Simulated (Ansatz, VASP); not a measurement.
**La2MgGeF6: VASP beside Ansatz**

```xyz
10
Lattice="2.9038 1.6765 4.6811 -2.9038 1.6765 4.6811 0.0000 -3.3531 4.6811" Properties=species:S:1:pos:R:3 pbc="T T T"
La    0.0000    0.0000   10.5606
La    0.0000    0.0000    3.4827
Ge    0.0000    0.0000    7.0638
Mg    0.0000    0.0000    0.0000
F     1.2632   -1.0612    8.1170
F     0.2875    1.6246    8.1170
F    -1.5507   -0.5633    8.1170
F    -0.3368   -1.5726    5.9309
F     1.5303    0.4946    5.9309
F    -1.1935    1.0780    5.9309
```

Alike in both runs: task single point; functional PBE; k mesh 4 × 4 × 4; no spin polarisation.

|  | VASP | Ansatz |
| --- | --- | --- |
| version | VASP 6.6.1 | Ansatz 0.2.0 |
| potentials or method | VASP PAW PBE potentials, release 64 (La, Ge_d, Mg, F), cutoff 520 eV | PAW plane waves |
| occupations | methfessel-paxton of order 1, width 0.0296 eV | cold, width 0.0296 eV |
| valence electrons in the cell | 80 | 88 |

Ansatz gave:

| Quantity | Value |
| --- | --- |
| gap on the k mesh at the Fermi level (eV) | none |
| pressure (GPa) | 26.3 |
| rms of the force components (eV/Å) | 1.458 |

Task: What did VASP give for the same quantities?

Result: gap on the k mesh at the Fermi level (eV): none; pressure (GPa): 26.1; rms of the force components (eV/Å): 1.484.

A gap of «none» marks a metal or a gap that the smearing closes. VASP's potentials hold 80 valence electrons a cell and Ansatz's 88, so a difference there can come from the potentials and not from the codes. Ansatz's warnings: structure snapped to symmetry.

Neither program's run includes spin-orbit coupling.
